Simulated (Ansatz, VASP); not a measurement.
# CsPbCl3: VASP beside Ansatz

```xyz
5
Lattice="5.6050 0.0000 0.0000 0.0000 5.6050 0.0000 0.0000 0.0000 5.6050" Properties=species:S:1:pos:R:3 pbc="T T T"
Pb    2.8025    2.8025    2.8025
Cs    0.0000    0.0000    0.0000
Cl    2.8025    0.0000    2.8025
Cl    0.0000    2.8025    2.8025
Cl    2.8025    2.8025    0.0000
```

Alike in both runs: task relaxation of cell and atoms; functional RPBE; k mesh 5 × 5 × 5; occupations fermi-dirac, width 0.05 eV; no spin polarisation.

|  | VASP | Ansatz |
| --- | --- | --- |
| version | VASP 6.6.1 | Ansatz 0.2.0 |
| potentials or method | VASP PAW PBE potentials, release 64 (Pb_d, Cs_sv, Cl) | Ansatz PAW |
| plane-wave cutoff (eV) | 600 | 420 |
| valence electrons in the cell | 44 | 44 |

VASP gave:

| Quantity | Value |
| --- | --- |
| gap on the k mesh at the Fermi level, each at its own relaxed structure (eV) | 3.30 |
| relaxed volume (Å³/atom) | 40.12 |
| relaxed cell length with the largest relative difference (Å) | 5.854 |

Task: What did Ansatz give for the same quantities?

Result: gap on the k mesh at the Fermi level, each at its own relaxed structure (eV): 3.29; relaxed volume (Å³/atom): 40.15; relaxed cell length with the largest relative difference (Å): 5.855.

VASP's potentials were made for PBE, not for RPBE.

Spin-orbit coupling is off throughout. Noted on Ansatz's run: odd divisions of the mesh miss points on the zone boundary, where band edges often lie, so the gap on the mesh can be too wide; the plane-wave basis is chosen anew once the cell has moved, so the energies of steps on either side of that aren't comparable.
